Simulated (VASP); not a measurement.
# Te (Fd-3m) in VASP: notebook

Runs on Te. Level: PBEsol. Tasks: single point.

All numbers are computed with VASP 6.6.1; they aren't measurements. Logs are shortened: lines on timing, memory, paths and dates and some standing lists are left out, and cuts for length are marked.

## 1. The cell of the first run

It takes space group Fd-3m (No. 227, cubic). The conventional cell has a = 7.060 Å, b = 7.060 Å, c = 7.060 Å, α = 90.00°, β = 90.00°, γ = 90.00°. Te (site symmetry -43m) has 4 Te at 3.06 Å within 4.0 Å.

This isn't the form of Te at room conditions, which is trigonal, of chains.

## 2. Single point, PBEsol

File INCAR:

```
SYSTEM = Te
ALGO     = Normal         ! electronic algorithm
EDIFF    = 1E-6           ! SCF threshold, eV
ENCUT    = 520            ! plane-wave cutoff, eV
GGA      = PS             ! functional
ISIF     = 2              ! what is computed and relaxed
ISMEAR   = -1             ! smearing method
LASPH    = .TRUE.         ! aspherical terms in the spheres
LCHARG   = .TRUE.         ! write CHGCAR
LELF     = .TRUE.         ! ELF
LREAL    = .FALSE.        ! projectors in reciprocal space
LVHAR    = .TRUE.       
LWAVE    = .FALSE.        ! write WAVECAR
NBANDS   = 13             ! bands
NELM     = 80             ! most SCF steps
PREC     = Accurate       ! precision mode
SIGMA    = 0.1            ! smearing width, eV
```

File KPOINTS:

```
k-points
0
G
  8 8 8
  0 0 0
```

File POSCAR:

```
Te
1.0
    0.0000000000      3.5299039499      3.5299039499
    3.5299039499      0.0000000000      3.5299039499
    3.5299039499      3.5299039499      0.0000000000
Te
2
Direct
    0.1250000000      0.1250000000      0.1250000000
    0.8750000000      0.8750000000      0.8750000000
```

Potentials or basis: VASP PAW PBE potentials, release 64 (Te).

The run is started by

```
> cat potpaw_PBE.64/Te/POTCAR > POTCAR
> mpirun -np 1 vasp_std > vasp.out
```

OUTCAR:

```text
SYSTEM = Te
   EDIFF = 1E-6
   ENCUT = 520
   GGA = PS
   ISIF = 2
   ISMEAR = -1
   LASPH = .TRUE.
   LREAL = .FALSE.
   NELM = 80
   PREC = Accurate

 ion  position               nearest neighbor table
   1  0.125  0.125  0.125-   2 3.06   2 3.06   2 3.06   2 3.06
   2  0.875  0.875  0.875-   1 3.06   1 3.06   1 3.06   1 3.06

  LATTYP: Found a face centered cubic cell.
 ALAT       =     7.0598078998

  Lattice vectors:

 A1 = (   0.0000000000,   3.5299039499,   3.5299039499)
 A2 = (   3.5299039499,   0.0000000000,   3.5299039499)
 A3 = (   3.5299039499,   3.5299039499,   0.0000000000)

Analysis of symmetry for initial positions (statically):
=====================================================================
 Subroutine PRICEL returns:
 Original cell was already a primitive cell.

 Routine SETGRP: Setting up the symmetry group for a
 face centered cubic supercell.

 Subroutine GETGRP returns: Found 48 space group operations
 (whereof 12 operations were pure point group operations)
 out of a pool of 48 trial point group operations.

The static configuration has the point symmetry D_3d.
 The point group associated with its full space group is O_h .

Analysis of symmetry for dynamics (positions and initial velocities):
=====================================================================
 Subroutine PRICEL returns:
 Original cell was already a primitive cell.

 Routine SETGRP: Setting up the symmetry group for a
 face centered cubic supercell.

 Subroutine GETGRP returns: Found 48 space group operations
 (whereof 12 operations were pure point group operations)
 out of a pool of 48 trial point group operations.

The dynamic configuration has the point symmetry D_3d.
 The point group associated with its full space group is O_h .

 Subroutine INISYM returns: Found 48 space group operations
 (whereof 12 operations are pure point group operations),
 and found     1 'primitive' translations

----------------------------------------------------------------------------------------

                                     Primitive cell

  volume of cell :      87.9668

  direct lattice vectors                    reciprocal lattice vectors
     0.000000000  3.529903950  3.529903950    -0.141646914  0.141646914  0.141646914
     3.529903950  0.000000000  3.529903950     0.141646914 -0.141646914  0.141646914
[... 93 lines left out ...]
   POTIM  = 0.5000    time-step for ionic-motion
   TEBEG  =    0.0;   TEEND  =   0.0 temperature during run
   PSTRESS=    0.0 pullay stress
   NELECT =      12.0000    total number of electrons
   NUPDOWN=      -1.0000    fix difference up-down
   EMIN   =  10.00;   EMAX   =-10.00  energy-range for DOS
   EFERMI =   0.00;   METHOD = LEGACY
   ISMEAR =    -1;   SIGMA  =   0.10  broadening in eV -4-tet -1-fermi 0-gaus
   EFERMI_NEDOS =   21; number of points for ismear=-14 and -15
   IALGO  =     38    algorithm
   IMIX   =      4    mixing-type and parameters
     AMIX     =   0.40;   BMIX     =  1.00
     AMIX_MAG =   1.60;   BMIX_MAG =  1.00
  volume/ion in A,a.u.               =      43.98       296.81
  Fermi-wavevector in a.u.,A,eV,Ry     =   0.842744  1.592555  9.663096  0.710218
  Thomas-Fermi vector in A             =   1.957500
   LORBIT       =      0    0 simple, 1 ext, 2 COOP (PROOUT), +10 PAW based schemes
   GGA     = PS    functional components
   LHFCALC =     F    Hartree Fock is set to
   AEXX    =    0.0000 exact exchange contribution
   IVDW    =     0    specifies the selected vdW correction
   LEPSILON=     F    determine dielectric tensor
   LRPA    =     F    only Hartree local field effects (RPA)
 non-spin polarized calculation
  energy-cutoff  :      520.00
  volume of cell :       87.97
 maximum number of plane-waves:      2421
 NGX is ok and might be reduce to    40
   NGX = 19   NGY = 19   NGZ = 19

 number of electron      11.9999999 magnetization

 Free energy of the ion-electron system (eV)
  ---------------------------------------------------
  ext. energy  EPLUGINS =         0.00000000
  ---------------------------------------------------
  free energy    TOTEN  =        -6.07905138 eV

  energy without entropy =       -6.01380988  energy(sigma->0) =       -6.04643063

 E-fermi :   3.6097     XC(G=0):  -7.9331

 val. band max:        3.5460581647   @ k =  -0.2500   0.1250   0.0000
 cond. band min:       3.6130376312   @ k =  -0.3750   0.2500   0.0000
 fundamental gap:      0.0669794666
 Fermi energy:         3.6097429224

 k-point     1 :       0.0000    0.0000    0.0000
  band No.  band energies     occupation
      1      -9.6177      2.00000
      2      -4.9817      2.00000
      3       0.4880      2.00000
      4       0.4880      2.00000
      5       0.4880      2.00000
      6       2.8709      1.99876
      7       2.8709      1.99876
      8       2.8709      1.99876
      9       7.0945      0.00000
     10       9.4960      0.00000
     11       9.4960      0.00000
     12      10.9554      0.00000
     13      10.9554      0.00000
[... 354 lines left out ...]
  band No.  band energies     occupation
      1      -8.5049      2.00000
      2      -7.0716      2.00000
      3      -1.0179      2.00000
      4      -0.4362      2.00000
      5       1.3897      2.00000
      6       3.4929      1.52579
      7       4.4598      0.00041
      8       5.0001      0.00000
      9       8.1611      0.00000
     10       9.0938      0.00000
     11       9.9710      0.00000
     12      10.7139      0.00000
     13      12.1607      0.00000

 [... further k-points ...]

------------------------ aborting loop because EDIFF is reached ----------------------------------------

  FORCE on cell =-STRESS in cart. coord.  units (eV):
  Direction    XX          YY          ZZ          XY          YZ          ZX
  --------------------------------------------------------------------------------------
  -------------------------------------------------------------------------------------
  Total        0.0139858      0.0139858      0.0139858      0.0000000     -0.0000000      0.0000000
  in kB        0.2547287      0.2547287      0.2547287      0.0000000     -0.0000000      0.0000000
  external PRESSURE =       0.2547287 kB  Pullay stress =       0.0000000 kB

 VOLUME and BASIS-vectors are now :
 -----------------------------------------------------------------------------
  energy-cutoff  :      520.00
  volume of cell :       87.97
      direct lattice vectors                 reciprocal lattice vectors
     0.000000000  3.529903950  3.529903950    -0.141646914  0.141646914  0.141646914
     3.529903950  0.000000000  3.529903950     0.141646914 -0.141646914  0.141646914
     3.529903950  3.529903950  0.000000000     0.141646914  0.141646914 -0.141646914

 POSITION                                       TOTAL-FORCE (eV/Angst)
 -----------------------------------------------------------------------------------
      0.88248      0.88248      0.88248        -0.000000     -0.000000     -0.000000
      6.17733      6.17733      6.17733         0.000000      0.000000      0.000000
 -----------------------------------------------------------------------------------
    total drift:                                0.000000      0.000000      0.000000

  FREE ENERGIE OF THE ION-ELECTRON SYSTEM (eV)
  ---------------------------------------------------
  free  energy   TOTEN  =        -6.0790513779 eV

  energy  without entropy=       -6.0138098825  energy(sigma->0) =       -6.04643063
```

It took 53 s on 1 thread of Intel Xeon Platinum 8259CL at 2.50GHz (Skylake/Cascade Lake), shared host; peak memory 0.23 GiB.

What came out:

* Free energy: -6.0791 eV
* Pressure: 0.0 GPa
* Band gap on the k mesh: zero (bands 6 and 7 overlap by 0.97 eV)

Levels at points of the mesh, in eV from the Fermi level:
| k point | band 2 | band 3 | band 4 | band 5 | band 6 | band 7 | band 8 | band 9 | band 10 | band 11 |
| --- | --- | --- | --- | --- | --- | --- | --- | --- | --- | --- |
| (0.00, 0.00, 0.00) | -8.59 | -3.12 | -3.12 | -3.12 | -0.74 | -0.74 | -0.74 | 3.48 | 5.89 | 5.89 |
| (0.50, 0.00, 0.00) | -10.35 | -3.74 | -3.74 | -3.59 | 0.23 | 0.23 | 1.69 | 5.32 | 5.51 | 6.27 |
| (0.50, 0.50, 0.00) | -11.44 | -4.41 | -4.41 | -1.70 | -1.70 | 2.06 | 2.06 | 5.05 | 5.05 | 7.59 |

Caveat: the PAW data sets were made with another functional, which shifts forces and pressure a little; spin-orbit coupling is left out, which moves the levels of the heavy elements.

## 3. Single point, PBEsol (38.71 Å³/atom)

This run uses another cell than the first one, of 38.71 Å³/atom.

File INCAR:

```
SYSTEM = Te
PREC = Accurate
ENCUT = 520
EDIFF = 1E-6
ISMEAR = -1
SIGMA = 0.1
LREAL = .FALSE.
LASPH = .TRUE.
NELM = 80
ALGO = Normal
ISIF = 2
LWAVE = .FALSE.
LCHARG = .FALSE.
GGA = PS
NBANDS = 13
```

File KPOINTS:

```
Automatic mesh
0
G
  9 9 9
  0 0 0
```

File POSCAR:

```
Te
1.0
    0.0000000000      3.3826503759      3.3826503759
    3.3826503759      0.0000000000      3.3826503759
    3.3826503759      3.3826503759      0.0000000000
Te
2
Direct
    0.1250000000      0.1250000000      0.1250000000
    0.8750000000      0.8750000000      0.8750000000
```

Potentials or basis: VASP PAW PBE potentials, release 64 (Te).

The run is started by

```
> cat potpaw_PBE.64/Te/POTCAR > POTCAR
> mpirun -np 1 vasp_std > vasp.out
```

Wall time 32 s (1 thread of Intel Xeon Platinum 8259CL at 2.50GHz (Skylake/Cascade Lake), shared host); peak memory 0.21 GiB.

Results (log left out):

- Free energy: -5.9248 eV
- Pressure: 5.2 GPa
- Band gap on the k mesh: zero (bands 6 and 7 overlap by 1.14 eV)

Levels at points of the mesh, in eV from the Fermi level:
| k point | band 2 | band 3 | band 4 | band 5 | band 6 | band 7 | band 8 | band 9 | band 10 | band 11 |
| --- | --- | --- | --- | --- | --- | --- | --- | --- | --- | --- |
| (0.00, 0.00, 0.00) | -8.18 | -3.52 | -3.52 | -3.52 | -0.92 | -0.92 | -0.92 | 3.36 | 5.77 | 5.77 |

Caveat: the cell stands under pressure; the PAW data sets were made with another functional, which shifts forces and pressure a little; spin-orbit coupling is left out, which moves the levels of the heavy elements.
